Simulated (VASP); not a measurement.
A run of VASP 6.6.1:

File POSCAR:

```
BN
1.0
    0.0000000000      1.9580410800      1.9580410800
    1.9580410800      0.0000000000      1.9580410800
    1.9580410800      1.9580410800      0.0000000000
B N
1 1
Direct
    0.0000000000      0.0000000000      0.0000000000
    0.7500000000      0.7500000000      0.7500000000
```

Contents of INCAR.step1:

```
SYSTEM = BN
  PREC = Accurate
  ENCUT = 520
  ISMEAR = 0
  SIGMA = 0.05
  LREAL = .FALSE.
  LASPH = .TRUE.
  NELM = 80
  NBANDS = 11
  GGA = PE
  ALGO = Normal
  EDIFF = 1E-4
  LWAVE = .TRUE.
  LCHARG = .FALSE.
```

File INCAR.step2:

```
SYSTEM = BN
  PREC = Accurate
  ENCUT = 520
  EDIFF = 1E-6
  ISMEAR = 0
  SIGMA = 0.05
  LREAL = .FALSE.
  LASPH = .TRUE.
  NELM = 80
  ALGO = Normal
  ISIF = 2
  LWAVE = .FALSE.
  LCHARG = .TRUE.
  METAGGA = R2SCAN
  LMIXTAU = .TRUE.
  LELF = .TRUE.
  LVHAR = .TRUE.
  NBANDS = 11
  ISTART = 1
```

Contents of KPOINTS:

```
regular mesh
0
G
  12 12 12
  0 0 0
```

Potentials or basis: VASP PAW PBE potentials, release 64 (B, N).

The run is started by

```console
$ cat potpaw_PBE.64/B/POTCAR potpaw_PBE.64/N/POTCAR > POTCAR
$ cp INCAR.step1 INCAR
$ mpirun -np 1 vasp_std > vasp.out
$ cp INCAR.step2 INCAR
$ mpirun -np 1 vasp_std > vasp.out
```

Hardware: 1 thread of AMD EPYC 7R13 (shared host).

Problem. Estimate the wall time of this run.

Solution. It took 96 s on 1 thread of AMD EPYC 7R13, on a shared host, peak memory 0.11 GiB. Counts: k points 72.
